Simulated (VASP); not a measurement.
# Pb (Fd-3m) in VASP: notebook, part 2 of 2

VASP 6.6.1.

### Step 3. Single point, r2SCAN (36.98 Å³/atom)

This run uses another cell than the first one, of 36.98 Å³/atom.

POSCAR reads:

```
Pb
1.0
    0.0000000000      3.3314757251      3.3314757251
    3.3314757251      0.0000000000      3.3314757251
    3.3314757251      3.3314757251      0.0000000000
Pb
2
Direct
    0.1250000000      0.1250000000      0.1250000000
    0.8750000000      0.8750000000      0.8750000000
```

INCAR.step1 reads:

```
  PREC = Accurate
  ENCUT = 520
  ISMEAR = -1
  SIGMA = 0.1
  LREAL = False
  LASPH = True
  NELM = 100
  NBANDS = 21
  GGA = PE
  ALGO = Normal
  EDIFF = 1E-4
  LWAVE = True
  LCHARG = False
```

INCAR.step2 reads:

```
  PREC = Accurate
  ENCUT = 520
  EDIFF = 1E-6
  ISMEAR = -1
  SIGMA = 0.1
  LREAL = False
  LASPH = True
  NELM = 100
  ALGO = Normal
  ISIF = 2
  LWAVE = False
  LCHARG = False
  METAGGA = R2SCAN
  LMIXTAU = True
  NBANDS = 21
  ISTART = 1
```

KPOINTS reads:

```
Automatic mesh
0
Gamma
  9 9 9
```

Potentials or basis: VASP PAW PBE potentials, release 64 (Pb_d).

Run with:

```bash
$ cat potpaw_PBE.64/Pb_d/POTCAR > POTCAR
$ cp INCAR.step1 INCAR
$ mpirun -np 1 vasp_std > vasp.out
$ cp INCAR.step2 INCAR
$ mpirun -np 1 vasp_std > vasp.out
```

OUTCAR:

```text
PREC = Accurate
   ENCUT = 520
   EDIFF = 1E-6
   ISMEAR = -1
   LREAL = False
   LASPH = True
   NELM = 100
   ISIF = 2
   METAGGA = R2SCAN
   ISTART = 1

 ion  position               nearest neighbor table
   1  0.125  0.125  0.125-   2 2.89   2 2.89   2 2.89   2 2.89
   2  0.875  0.875  0.875-   1 2.89   1 2.89   1 2.89   1 2.89

  LATTYP: Found a face centered cubic cell.
 ALAT       =     6.6629514502

  Lattice vectors:

 A1 = (   0.0000000000,   3.3314757251,   3.3314757251)
 A2 = (   3.3314757251,   0.0000000000,   3.3314757251)
 A3 = (   3.3314757251,   3.3314757251,   0.0000000000)

Analysis of symmetry for initial positions (statically):
=====================================================================
 Subroutine PRICEL returns:
 Original cell was already a primitive cell.

 Routine SETGRP: Setting up the symmetry group for a
 face centered cubic supercell.

 Subroutine GETGRP returns: Found 48 space group operations
[... 160 lines left out ...]
  ext. energy  EPLUGINS =         0.00000000
  ---------------------------------------------------
  free energy    TOTEN  =      -112.06709862 eV

  energy without entropy =     -112.05745885  energy(sigma->0) =     -112.06227873

 E-fermi :   5.1549     XC(G=0):  -9.5125

 val. band max:        4.8960602490   @ k =   0.2222   0.0000   0.0000
 cond. band min:       5.2436998344   @ k =  -0.1111   0.1111   0.0000
 fundamental gap:      0.3476395854
 Fermi energy:         5.1549303131

 k-point     1 :       0.0000    0.0000    0.0000
  band No.  band energies     occupation
      1     -12.9048      2.00000
      2     -12.9048      2.00000
      3     -12.9048      2.00000
      4     -12.8055      2.00000
      5     -12.8055      2.00000
      6     -12.2293      2.00000
[... 565 lines left out ...]
     20      15.1069      0.00000
     21      16.2046      0.00000

 [... further k-points ...]

------------------------ aborting loop because EDIFF is reached ----------------------------------------

  FORCE on cell =-STRESS in cart. coord.  units (eV):
  Direction    XX          YY          ZZ          XY          YZ          ZX
  --------------------------------------------------------------------------------------
  -------------------------------------------------------------------------------------
  Total        2.3832293      2.3832293      2.3832293     -0.0000000      0.0000000     -0.0000000
  in kB       51.6340822     51.6340822     51.6340822     -0.0000000      0.0000000     -0.0000000
  external PRESSURE =      51.6340822 kB  Pullay stress =       0.0000000 kB

 VOLUME and BASIS-vectors are now :
 -----------------------------------------------------------------------------
  energy-cutoff  :      520.00
  volume of cell :       73.95
      direct lattice vectors                 reciprocal lattice vectors
     0.000000000  3.331475725  3.331475725    -0.150083639  0.150083639  0.150083639
     3.331475725  0.000000000  3.331475725     0.150083639 -0.150083639  0.150083639
     3.331475725  3.331475725  0.000000000     0.150083639  0.150083639 -0.150083639

 POSITION                                       TOTAL-FORCE (eV/Angst)
 -----------------------------------------------------------------------------------
      0.83287      0.83287      0.83287         0.000000      0.000000      0.000000
      5.83008      5.83008      5.83008        -0.000000     -0.000000     -0.000000
 -----------------------------------------------------------------------------------
    total drift:                                0.000000      0.000000      0.000000

  FREE ENERGIE OF THE ION-ELECTRON SYSTEM (eV)
  ---------------------------------------------------
  free  energy   TOTEN  =      -112.0670986176 eV

  energy  without entropy=     -112.0574588468  energy(sigma->0) =     -112.06227873
```

OUTCAR.step1:

```text
PREC = Accurate
   ENCUT = 520
   ISMEAR = -1
   LREAL = False
   LASPH = True
[... 798 lines left out ...]
      0.83287      0.83287      0.83287        -0.000000     -0.000000     -0.000000
      5.83008      5.83008      5.83008         0.000000      0.000000      0.000000
 -----------------------------------------------------------------------------------
    total drift:                                0.000000      0.000000      0.000000

  FREE ENERGIE OF THE ION-ELECTRON SYSTEM (eV)
  ---------------------------------------------------
  free  energy   TOTEN  =        -6.3698831164 eV

  energy  without entropy=       -6.3581820626  energy(sigma->0) =       -6.36403259
```

OSZICAR.step1:

```text
N       E                     dE             d eps       ncg     rms          rms(c)
DAV:   1     0.295353383189E+03    0.29535E+03   -0.14003E+04  1470   0.151E+03
DAV:   2     0.156560289575E+02   -0.27970E+03   -0.27369E+03  1480   0.400E+02
DAV:   3    -0.565039858105E+01   -0.21306E+02   -0.21145E+02  1827   0.137E+02
DAV:   4    -0.637281784268E+01   -0.72242E+00   -0.72219E+00  1710   0.299E+01
DAV:   5    -0.641024507840E+01   -0.37427E-01   -0.37426E-01  2056   0.630E+00    0.173E+00
DAV:   6    -0.638042769923E+01    0.29817E-01   -0.36107E-02  2222   0.240E+00    0.991E-01
DAV:   7    -0.636840776485E+01    0.12020E-01   -0.33889E-02  2042   0.245E+00    0.170E-01
DAV:   8    -0.636970358586E+01   -0.12958E-02   -0.61330E-03  1745   0.941E-01    0.404E-02
DAV:   9    -0.636983195253E+01   -0.12837E-03   -0.52912E-04  1795   0.348E-01    0.296E-02
DAV:  10    -0.636988311643E+01   -0.51164E-04   -0.11331E-04  1347   0.976E-02
   1 F= -.63698831E+01 E0= -.63640326E+01  d E =-.117011E-01
```

Run time: 2.2 min. Hardware: 1 thread of AMD EPYC 9R45 (Zen 5), shared host; peak memory 0.2 GiB.

What came out:

| Quantity | Value |
| --- | --- |
| Free energy | -112.0671 eV |
| Pressure | 5.2 GPa |
| Band gap on the k mesh | zero (bands 14 and 15 overlap by 1.24 eV) |

Levels at points of the mesh, in eV from the Fermi level:
| k point | band 11 | band 12 | band 13 | band 14 | band 15 | band 16 | band 17 | band 18 |
| --- | --- | --- | --- | --- | --- | --- | --- | --- |
| (0.00, 0.00, 0.00) | -12.29 | -3.33 | 0.41 | 0.41 | 0.41 | 2.59 | 2.59 | 2.59 |

Caveat: the cell stands under pressure; the PAW data sets were made with another functional, which shifts forces and pressure a little; spin-orbit coupling is left out, which moves the levels of the heavy elements.

The gap in the log of VASP goes by the Fermi energy; the results here count the filled bands.